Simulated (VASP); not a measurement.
Runs of VASP 6.6.1 on Mo. The structure is that of space group Im-3m (No. 229), or close to it. The cells are those of the table. 

| level | U | cell | k mesh | cutoff (eV) | smearing | grid for exact exchange (PRECFOCK) | share of exact exchange | screening parameter | gap on the mesh (eV) | pressure (GPa) |
| --- | --- | --- | --- | --- | --- | --- | --- | --- | --- | --- |
| PBEsol-based screened hybrid with 25 % exact exchange | - | a = 2.743 Å, angles 109.5°, 1 atom | 6 × 6 × 6 | 520 | fermi-dirac 0.05 eV | Normal | 0.25 | 0.207 1/Å | none | -13.8 |
| PBEsol-based global hybrid with 25 % exact exchange | - | a = 2.743 Å, angles 109.5°, 1 atom | 6 × 6 × 6 | 520 | fermi-dirac 0.05 eV | Normal | 0.25 | - | none | -14.3 |
| r2SCAN+D4+U | Mo d U = 4.0 eV | a = 2.743 Å, angles 109.5°, 1 atom | 12 × 12 × 12 | 550 | gaussian 0.1 eV | - | - | - | none | (b) |
| PBE0 | - | a = 2.706 Å, angles 109.5°, 1 atom | 8 × 8 × 8 | 520 | fermi-dirac 0.05 eV | Normal | 0.25 | - | none | (a) |
| B3LYP | - | a = 2.743 Å, angles 109.5°, 1 atom | 6 × 6 × 6 | 520 | fermi-dirac 0.05 eV | Normal | 0.2 | - | none | 1.1 |

Alike in all rows: task single point; potentials or basis VASP PAW PBE potentials, release 64 (Mo_sv); no spin polarisation.

Question: Fill in the values left out.

Answer: (a) 6.0; (b) 4.5.

Caveats: some runs use coarse meshes; the PAW data sets were made with another functional, which shifts forces and pressure a little; the cell stands under pressure (at least some runs); U without spin polarisation on a metal has little footing (at least some runs); the U is typed as a test and isn't derived for this compound (at least some runs).

A k mesh can miss the band edges, and the runs leave out spin-orbit coupling on Mo.

A gap of «none» marks levels without a gap at the run's occupations.
